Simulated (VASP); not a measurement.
A run of VASP 6.6.1 is set up as follows.

File INCAR:

```
SYSTEM = B2AsH2
PREC = Accurate
ENCUT = 520
EDIFF = 1E-6
ISMEAR = 0
SIGMA = 0.1
LREAL = .False.
LASPH = .True.
NELM = 60
ALGO = Normal
ISIF = 2
LWAVE = .False.
LCHARG = .True.
GGA = PE
LELF = .True.
LVHAR = .True.
NBANDS = 14
```

KPOINTS

```
Automatic mesh
0
Gamma
  6 6 4
  0 0 0
```

The input POSCAR:

```
B2AsH2
1.0
    3.7896431266      0.0000000025      0.0000000000
   -1.8948215655      3.2819272177      0.0000000000
    0.0000000000      0.0000000000      7.4028785975
B H As
2 2 1
Direct
    0.3333333333      0.6666666667      0.5000000000
    0.6666666667      0.3333333333      0.5000000000
    0.0000000000      0.0000000000      0.0507043690
    0.0000000000      0.0000000000      0.9492956310
    0.0000000000      0.0000000000      0.5000000000
```

Potentials or basis: VASP PAW PBE potentials, release 64 (B, H, As).

Run with:

```sh
$ cat potpaw_PBE.64/B/POTCAR potpaw_PBE.64/H/POTCAR potpaw_PBE.64/As/POTCAR > POTCAR
$ mpirun -np 1 vasp_std > vasp.out
```

**Question.** Estimate the band gap on the k mesh.

**Answer.** Zero (an odd number of electrons rules out a gap without spin polarisation).

**Question.** What does it give for the pressure?

**Answer.** 0.2 GPa.

Caveat: this functional lacks dispersion, which binds the layers, so the pressure and a relaxed spacing across them are unreliable.
